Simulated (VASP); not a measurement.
Wanted: the native input for a VASP 6.6.1 run.

- Task: single point
- Functional: PBE
- Potentials or basis: VASP PAW PBE potentials, release 64 (Li_sv)
- Cutoff: 520 eV
- k mesh: 20 × 20 × 20
- Occupations: gaussian, width 0.15 eV
- Spin: no spin polarisation
- Dipole correction: no
- Further INCAR settings: ALGO = Normal; EDIFF = 1e-07; NBANDS = 8

The structure of Li lies in POSCAR:

```
Li
1.0
   -1.6100000000      1.6100000000      1.6100000000
    1.6100000000     -1.6100000000      1.6100000000
    1.6100000000      1.6100000000     -1.6100000000
Li
1
Direct
    0.0000000000      0.0000000000      0.0000000000
```

This cell differs from its parent crystal: strain -0.080 along x and y, -0.080 along z.

One way to write it, as run:

INCAR

```
PREC     = Accurate       # precision mode
ENCUT    = 520            # plane-wave cutoff, eV
EDIFF    = 1E-7           # SCF threshold, eV
ISMEAR   = 0              # smearing method
SIGMA    = 0.15           # smearing width, eV
LREAL    = F              # projectors in reciprocal space
LASPH    = T              # aspherical terms in the spheres
NELM     = 100            # most SCF steps
ALGO     = Normal         # electronic algorithm
ISIF     = 2              # what is computed and relaxed
LWAVE    = F              # write WAVECAR
LCHARG   = F              # write CHGCAR
GGA      = PE             # functional
NBANDS   = 8              # bands
```

KPOINTS

```
regular mesh
0
Gamma
  20 20 20
```

Potentials or basis: VASP PAW PBE potentials, release 64 (Li_sv).

Run with:

```bash
$ cat potpaw_PBE.64/Li_sv/POTCAR > POTCAR
$ mpirun -np 1 vasp_std > vasp.out
```

It gave:

```
Band gap on the k mesh : zero (an odd number of electrons rules out a gap without spin polarisation)
```

Caveat: the cell differs from its parent crystal (strain -0.080 along x and y, -0.080 along z).

Wall time 16 s on 1 thread of Intel(R) Xeon(R) Platinum 8259CL CPU @ 2.50GHz (Skylake/Cascade Lake) (shared host), peak memory 0.14 GiB.
